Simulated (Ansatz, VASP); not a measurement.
This is a calculation of CuO for VASP 6.6.1.

The input INCAR:

```
PREC = Accurate
ENCUT = 520
EDIFF = 1E-7
ISMEAR = -1
SIGMA = 0.05
LREAL = False
LASPH = True
NELM = 60
ALGO = Normal
ISIF = 2
LWAVE = False
LCHARG = False
GGA = B5
ALDAX = 1.0
AGGAX = 1.0
AGGAC = 1.0
ALDAC = 0.0
NBANDS = 25
```

File KPOINTS:

```
regular mesh
0
Gamma
  10 10 6
```

File POSCAR:

```
CuO
1.0
    0.0000000000     -2.1165600000     -2.1165600000
   -2.1165600000      0.0000000000     -2.1165600000
    2.1165600000      2.1165600000     -4.2331200000
Cu O
2 2
Direct
    0.5038875400      0.4769880100      0.4880064000
    0.0038875400      0.9769880100      0.9880064000
    0.7461124600      0.7730119900      0.7619936000
    0.2461124600      0.2730119900      0.2619936000
```

Potentials or basis: VASP PAW PBE potentials, release 64 (Cu, O).

Command:

```sh
$ cat potpaw_PBE.64/Cu/POTCAR potpaw_PBE.64/O/POTCAR > POTCAR
$ mpirun -np 1 vasp_std > vasp.out
```

Translate it to Ansatz 0.2.0. Potentials there: Ansatz PAW.

As run (the cutoff follows the program's own potentials):

Contents of input.yaml:

```yaml
crystal:
  lattice:
    - [0.0, -2.11656, -2.11656]
    - [-2.11656, 0.0, -2.11656]
    - [2.11656, 2.11656, -4.23312]
  atoms:
    - { symbol: Cu, position: [0.50388754, 0.47698801, 0.4880064] }
    - { symbol: Cu, position: [0.00388754, 0.97698801, 0.9880064] }
    - { symbol: O, position: [0.74611246, 0.77301199, 0.7619936] }
    - { symbol: O, position: [0.24611246, 0.27301199, 0.2619936] }
hamiltonian:
  xc: blyp
  pseudopotentials: { kind: paw }
kpoints:
  mp_grid: { grid: [10, 10, 6] }
scf:
  occupations: { method: fermi_dirac, width: 0.05 }
output:
  forces: true
  stress: true
  eigenvalues: true
```

Potentials or basis: Ansatz PAW.

Command:

```sh
$ ansatz run input.yaml --threads 2 --pin off --max-ram 5632MiB --backend cpu --events-out ev --progress --plain --runs-dir out
```

Both were run:

|  | VASP | Ansatz | Ansatz less VASP |
| --- | --- | --- | --- |
| gap on the k mesh at the Fermi level (eV) | none | none | - |
| pressure (GPa) | 13.9 | 13.3 | -0.54 |
| traceless stress, the component that is largest in VASP (GPa) | 5.36 | 5.02 | -0.340 |
| rms of the force components (eV/Å) | 0.750 | 0.718 | -0.0325 |

VASP's potentials were made for PBE, not for BLYP. Atom by atom the forces differ by 0.033 eV/Å (rms over components). A gap of «none» marks a metal or a gap that the smearing closes. VASP's potentials hold 34 valence electrons a cell and Ansatz's 50, so a difference there can come from the potentials and not from the codes.
